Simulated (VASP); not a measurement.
Input of a VASP 6.6.1 run:

The input INCAR:

```
SYSTEM = BN
  PREC = Accurate
  ENCUT = 520
  EDIFF = 1E-6
  ISMEAR = 0
  SIGMA = 0.05
  LREAL = .FALSE.
  LASPH = .TRUE.
  NELM = 80
  ALGO = Normal
  ISIF = 2
  LWAVE = .FALSE.
  LCHARG = .FALSE.
  NBANDS = 16
```

Contents of KPOINTS:

```
regular mesh
0
G
  12 12 4
  0 0 0
```

The input POSCAR:

```
BN
1.0
    2.5039917043      0.0000000000      0.0000000000
   -1.2519958522      2.1685204268      0.0000000000
    0.0000000000      0.0000000000      6.6612000000
B N
2 2
Direct
    0.3333333333      0.6666666667      0.2500000000
    0.6666666667      0.3333333333      0.7500000000
    0.5639052910      0.7819526455      0.7500000000
    0.8972386243      0.4486193122      0.2500000000
```

Potentials or basis: VASP PAW LDA potentials, release 64 (B, N).

Launch:

```bash
$ cat potpaw_LDA.64/B/POTCAR potpaw_LDA.64/N/POTCAR > POTCAR
$ mpirun -np 1 vasp_std > vasp.out
```

Q: What does it give for the pressure?

A: 107.1 GPa.

Q: Estimate the largest force.

A: 70.570 eV/Å.

Q: What does it give for the band gap on the k mesh?

A: 1.61 eV, indirect (least direct gap 3.28 eV).

Stress tensor (GPa, compression positive):
```
220.70 102.91   0.00
102.91 101.86   0.00
  0.00   0.00  -1.17
```

Caveat: the cell differs from its parent crystal (all N atoms moved -0.500 Å, as atom 3 towards its neighbour atom 2 (B) at 1.446 Å); forces of over 1 eV/Å act on the atoms, so gaps and moduli don't describe the material at rest. A k mesh can miss the band edges.
